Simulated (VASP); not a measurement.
## MgS: single point with r2SCAN

Crystal: MgS.

```
Mg S
1.0
     0.00000    2.60165    2.60165
     2.60165    0.00000    2.60165
     2.60165    2.60165    0.00000
Mg S
1 1
Direct
  0.00000 0.00000 0.00000
  0.50000 0.50000 0.50000
```

| Property | Result |
| --- | --- |
| Program | VASP 6.6.1 |
| Task | single point |
| Functional | r2SCAN |
| Potentials or basis | VASP PAW PBE potentials, release 64 (Mg, S) |
| Cutoff | 660 eV |
| k mesh | 10 × 10 × 10 |
| Occupations | fermi-dirac, width 0.08 eV |
| Spin | no spin polarisation |

| Property | Result |
| --- | --- |
| Pressure | -0.5 GPa |
| Band gap on the k mesh | 3.43 eV (least direct gap 4.61 eV) |

Levels at points of the mesh, in eV from the valence-band top:
| k point | band 2 | band 3 | band 4 | band 5 | band 6 | band 7 |
| --- | --- | --- | --- | --- | --- | --- |
| (0.00, 0.00, 0.00) | 0.00 | 0.00 | 0.00 | 4.61 | 8.53 | 8.53 |
| (0.50, 0.00, 0.00) | -4.88 | -0.62 | -0.62 | 5.22 | 7.50 | 7.50 |
| (0.50, 0.50, 0.00) | -4.27 | -1.73 | -1.73 | 3.43 | 4.93 | 13.14 |

It took 52 s on 1 thread of Intel(R) Xeon(R) Platinum 8488C (Sapphire Rapids) (shared host), peak memory 0.2 GiB.

Caveat: the PAW data sets were made with another functional, which shifts forces and pressure a little. A k mesh can miss the band edges.
